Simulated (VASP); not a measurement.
# CsH: relaxation of cell and atoms with LDA

Crystal: CsH.

```xyz
2
Lattice="0.0000 3.0511 3.0511 3.0511 0.0000 3.0511 3.0511 3.0511 0.0000" Properties=species:S:1:pos:R:3 pbc="T T T"
Cs    0.0000    0.0000    0.0000
H     3.0511    3.0511    3.0511
```

| Property | Result |
| --- | --- |
| Program | VASP 6.6.1 |
| Task | relaxation of cell and atoms |
| Functional | LDA |
| Potentials or basis | VASP PAW LDA potentials, release 64 (Cs_sv, H) |
| Cutoff | 600 eV |
| k mesh | 8 × 8 × 8 |
| Occupations | gaussian, width 0.02 eV |
| Spin | no spin polarisation |
| Dipole correction | no |
| Further INCAR settings | ALGO = Normal; EDIFF = 1e-07; IBRION = 2; EDIFFG = -0.005; NSW = 100; ISIF = 3 |

```json
{
 "Relaxed volume": "28.57 Å³/atom",
 "Relaxed cell": "a = 4.323 Å, b = 4.323 Å, c = 4.323 Å, α = 60.00°, β = 60.00°, γ = 60.00°",
 "Space group after relaxing (to 0.05 Å)": "Fm-3m (No. 225)",
 "Energy gained by relaxing": "0.0 meV/atom",
 "Ionic steps": "3",
 "Pressure after relaxing": "0.0 GPa",
 "Band gap on the k mesh": "1.74 eV, direct"
}
```

Final structure:
```
CELL_PARAMETERS angstrom
0.00000 3.05706 3.05706
3.05706 0.00000 3.05706
3.05706 3.05706 0.00000
ATOMIC_POSITIONS crystal
Cs 0.00000 0.00000 0.00000
H 0.50000 0.50000 0.50000
```

Levels at points of the mesh, in eV from the valence-band top:
```csv
k point,band 1,band 2,band 3,band 4,band 5,band 6,band 7,band 8,band 9
"(0.00, 0.00, 0.00)",-21.56,-7.85,-7.85,-7.85,-2.16,4.93,4.93,4.93,6.09
"(0.50, 0.00, 0.00)",-21.43,-9.08,-7.98,-7.98,0.00,1.74,4.45,4.45,7.37
"(0.50, 0.50, 0.00)",-21.39,-8.90,-8.25,-8.25,-1.63,2.55,5.80,8.45,8.57
```

It took 14 s on 1 thread of Intel(R) Xeon(R) 6975P-C (Granite Rapids) (shared host), peak memory 0.18 GiB.

Caveat: spin-orbit coupling is left out, which moves the levels of the heavy elements. A k mesh can miss the band edges.
